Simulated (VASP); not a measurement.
# W (I4/mmm) in VASP: a series of runs, part 2 of 2

VASP 6.6.1. The steps go on from the part before.

## 4. Single point, r2SCAN (strain +0.0400 x Voigt [0, 0, 1, 0, 0, 0])

File POSCAR:

```
W
1.0
    0.0000000000      2.0300000000      2.1112000000
    2.0300000000      0.0000000000      2.1112000000
    2.0300000000      2.0300000000      0.0000000000
W
1
Direct
    0.0000000000      0.0000000000      0.0000000000
```

File INCAR.step1:

```
PREC     = Accurate       # precision mode
ENCUT    = 520            # plane-wave cutoff, eV
ISMEAR   = 0              # smearing method
SIGMA    = 0.15           # smearing width, eV
LREAL    = False          # projectors in reciprocal space
LASPH    = True           # aspherical terms in the spheres
NELM     = 100            # most SCF steps
NBANDS   = 13             # bands
GGA      = PE             # functional
ALGO     = Normal         # electronic algorithm
EDIFF    = 1E-4           # SCF threshold, eV
LWAVE    = True           # write WAVECAR
LCHARG   = False          # write CHGCAR
```

File INCAR.step2:

```
PREC     = Accurate       # precision mode
ENCUT    = 520            # plane-wave cutoff, eV
EDIFF    = 1E-6           # SCF threshold, eV
ISMEAR   = 0              # smearing method
SIGMA    = 0.15           # smearing width, eV
LREAL    = False          # projectors in reciprocal space
LASPH    = True           # aspherical terms in the spheres
NELM     = 100            # most SCF steps
ALGO     = Normal         # electronic algorithm
ISIF     = 2              # what is computed and relaxed
LWAVE    = False          # write WAVECAR
LCHARG   = False          # write CHGCAR
METAGGA  = R2SCAN         # meta-GGA
LMIXTAU  = True         
NBANDS   = 13             # bands
ISTART   = 1
```

File KPOINTS:

```
Automatic mesh
0
Gamma
  20 20 20
```

Potentials or basis: VASP PAW PBE potentials, release 64 (W_sv).

The run is started by

```
> cat potpaw_PBE.64/W_sv/POTCAR > POTCAR
> cp INCAR.step1 INCAR
> mpirun -np 1 vasp_std > vasp.out
> cp INCAR.step2 INCAR
> mpirun -np 1 vasp_std > vasp.out
```

OUTCAR:

```text
PREC = Accurate
   ENCUT = 520
   EDIFF = 1E-6
   ISMEAR = 0
   LREAL = False
   LASPH = True
   NELM = 100
   ISIF = 2
   METAGGA = R2SCAN
   ISTART = 1

 ion  position               nearest neighbor table
   1  0.000  0.000  0.000-

  LATTYP: Found a body centered tetragonal cell.
 ALAT       =     2.8708535316
 C/A-ratio  =     1.4707821049

  Lattice vectors:

 A1 = (  -2.0300000000,   0.0000000000,   2.1112000000)
 A2 = (   2.0300000000,   0.0000000000,   2.1112000000)
 A3 = (   0.0000000000,   2.0300000000,  -2.1112000000)

Analysis of symmetry for initial positions (statically):
=====================================================================
 Subroutine PRICEL returns:
 Original cell was already a primitive cell.

 Routine SETGRP: Setting up the symmetry group for a
 body centered tetragonal supercell.

 Subroutine GETGRP returns: Found 16 space group operations
 (whereof 16 operations were pure point group operations)
 out of a pool of 16 trial point group operations.

The static configuration has the point symmetry D_4h.

Analysis of symmetry for dynamics (positions and initial velocities):
[... 171 lines left out ...]
      5       0.3886      2.00000
      6       8.6544      2.00000
      7       9.2449      1.99961
      8       9.2449      1.99961
      9      11.7369      0.00000
     10      12.5601      0.00000
     11      22.8717      0.00000
     12      27.3741      0.00000
     13      28.6704      0.00000
[... 354 lines left out ...]
  band No.  band energies     occupation
      1     -66.1091      2.00000
      2     -30.0401      2.00000
      3     -29.3678      2.00000
      4     -29.2634      2.00000
      5       3.8446      2.00000
      6       8.4956      2.00000
      7       8.7879      2.00000
      8       9.5164      1.67476
      9      13.1183      0.00000
     10      13.9916      0.00000
     11      21.0599      0.00000
     12      24.2456      0.00000
     13      29.5619      0.00000

 [... further k-points ...]

------------------------ aborting loop because EDIFF is reached ----------------------------------------

  FORCE on cell =-STRESS in cart. coord.  units (eV):
  Direction    XX          YY          ZZ          XY          YZ          ZX
  --------------------------------------------------------------------------------------
  -------------------------------------------------------------------------------------
  Total       -2.3389838     -2.3389838     -1.0663377      0.0000000      0.0000000     -0.0000000
  in kB     -215.3705677   -215.3705677    -98.1869770      0.0000000      0.0000000     -0.0000000
  external PRESSURE =    -176.3093708 kB  Pullay stress =       0.0000000 kB

 VOLUME and BASIS-vectors are now :
 -----------------------------------------------------------------------------
  energy-cutoff  :      520.00
  volume of cell :       17.40
      direct lattice vectors                 reciprocal lattice vectors
     0.000000000  2.030000000  2.111200000    -0.246305419  0.246305419  0.236832133
     2.030000000  0.000000000  2.111200000     0.246305419 -0.246305419  0.236832133
     2.030000000  2.030000000  0.000000000     0.246305419  0.246305419 -0.236832133

 POSITION                                       TOTAL-FORCE (eV/Angst)
 -----------------------------------------------------------------------------------
      0.00000      0.00000      0.00000         0.000000      0.000000      0.000000
 -----------------------------------------------------------------------------------
    total drift:                               -0.000000      0.000000     -0.000000

  FREE ENERGIE OF THE ION-ELECTRON SYSTEM (eV)
  ---------------------------------------------------
  free  energy   TOTEN  =       -50.7566351677 eV

  energy  without entropy=      -50.7433228444  energy(sigma->0) =      -50.74997901
```

It took 8.1 min on 1 thread of AMD EPYC 7R43 (Zen 3), shared host; peak memory 0.22 GiB.

What came out:

| Property | Result |
| --- | --- |
| Free energy | -50.7566 eV |
| Pressure | -17.6 GPa |
| Band gap on the k mesh | zero (band 7 reaches 12.52 eV, above the bottom of band 8 at 9.15 eV) |

Levels at points of the mesh, in eV from the Fermi level:
| k point | band 4 | band 5 | band 6 | band 7 | band 8 | band 9 | band 10 | band 11 |
| --- | --- | --- | --- | --- | --- | --- | --- | --- |
| (0.00, 0.00, 0.00) | -38.80 | -9.23 | -0.97 | -0.38 | -0.38 | 2.12 | 2.94 | 13.25 |
| (0.50, 0.00, 0.00) | -38.91 | -5.64 | -1.02 | -0.39 | 0.23 | 4.66 | 4.92 | 9.90 |
| (0.50, 0.50, 0.00) | -39.12 | -5.43 | -4.46 | 2.12 | 4.92 | 5.40 | 5.40 | 11.96 |
| (0.50, 0.00, 0.50) | -39.18 | -5.34 | -4.48 | 2.90 | 4.77 | 5.14 | 5.68 | 11.26 |

Caveat: the cell differs from its parent crystal (strain +0.0400 x Voigt [0, 0, 1, 0, 0, 0]); the PAW data sets were made with another functional, which shifts forces and pressure a little; spin-orbit coupling is left out, which moves the levels of the heavy elements.

## 5. Single point, r2SCAN (strain +0.0100 x Voigt [0, 0, 1, 0, 0, 0])

File POSCAR:

```
W
1.0
    0.0000000000      2.0300000000      2.0503000000
    2.0300000000      0.0000000000      2.0503000000
    2.0300000000      2.0300000000      0.0000000000
W
1
Direct
    0.0000000000      0.0000000000      0.0000000000
```

File INCAR.step1:

```
  ALGO = Normal
  EDIFF = 1E-4
  ENCUT = 520
  GGA = PE
  ISMEAR = 0
  LASPH = True
  LCHARG = False
  LREAL = False
  LWAVE = True
  NBANDS = 13
  NELM = 80
  PREC = Accurate
  SIGMA = 0.15
```

File INCAR.step2:

```
  ALGO = Normal
  EDIFF = 1E-7
  ENCUT = 520
  ISIF = 2
  ISMEAR = 0
  ISTART = 1
  LASPH = True
  LCHARG = False
  LMIXTAU = True
  LREAL = False
  LWAVE = False
  METAGGA = R2SCAN
  NBANDS = 13
  NELM = 80
  PREC = Accurate
  SIGMA = 0.15
```

File KPOINTS:

```
k-points
0
Gamma
  20 20 20
```

The run is started by

```
> cat potpaw_PBE.64/W_sv/POTCAR > POTCAR
> cp INCAR.step1 INCAR
> mpirun -np 1 vasp_std > vasp.out
> cp INCAR.step2 INCAR
> mpirun -np 1 vasp_std > vasp.out
```

Wall time 6.5 min (1 thread of Intel Xeon Platinum 8259CL at 2.50GHz (Skylake/Cascade Lake), shared host); peak memory 0.25 GiB.

Results (log left out):

| Quantity | Value |
| --- | --- |
| Free energy | -50.7825 eV |
| Pressure | -10.5 GPa |
| Band gap on the k mesh | zero (band 7 reaches 12.86 eV, above the bottom of band 8 at 9.44 eV) |

Stress tensor (GPa, compression positive):
```
-11.91   0.00   0.00
  0.00 -11.91   0.00
  0.00   0.00  -7.56
```

Levels at points of the mesh, in eV from the Fermi level:
```tsv
k point	band 3	band 4	band 5	band 6	band 7	band 8	band 9	band 10	band 11	band 12
(0.00, 0.00, 0.00)	-38.66	-38.66	-9.34	-0.66	-0.51	-0.51	2.58	2.80	13.32	18.61
(0.50, 0.00, 0.00)	-38.82	-38.80	-5.75	-0.79	-0.62	0.36	5.01	5.08	10.36	12.94
(0.50, 0.50, 0.00)	-39.04	-39.04	-5.53	-4.60	2.70	5.12	5.70	5.70	12.15	12.15
(0.50, 0.00, 0.50)	-39.08	-39.06	-5.51	-4.61	2.90	5.08	5.63	5.77	11.91	12.06
```

Caveat: the cell differs from its parent crystal (strain +0.0100 x Voigt [0, 0, 1, 0, 0, 0]); the PAW data sets were made with another functional, which shifts forces and pressure a little; spin-orbit coupling is left out, which moves the levels of the heavy elements.

## 6. Summary

| cell | gap on the mesh (eV) | pressure (GPa) |
| --- | --- | --- |
| a = 2.842, b = 2.842, c = 2.871 Å, angles 59.7, 59.7, 60.7°, 1 atom | none | -2.2 |
| a = 2.814, b = 2.814, c = 2.871 Å, angles 59.3, 59.3, 61.3°, 1 atom | none | 4.0 |
| a = 2.929, b = 2.929, c = 2.871 Å, angles 60.7, 60.7, 58.7°, 1 atom | none | -17.6 |
| a = 2.885, b = 2.885, c = 2.871 Å, angles 60.2, 60.2, 59.7°, 1 atom | none | -10.5 |

Alike in all rows: task single point; level r2SCAN; potentials or basis VASP PAW PBE potentials, release 64 (W_sv); no spin polarisation; k mesh 20 × 20 × 20; cutoff (eV) 520; smearing gaussian 0.15 eV.

Caveats: the PAW data sets were made with another functional, which shifts forces and pressure a little; spin-orbit coupling is left out, which moves the levels of the heavy elements.

Absolute energies hang on the potentials; compare differences alone.
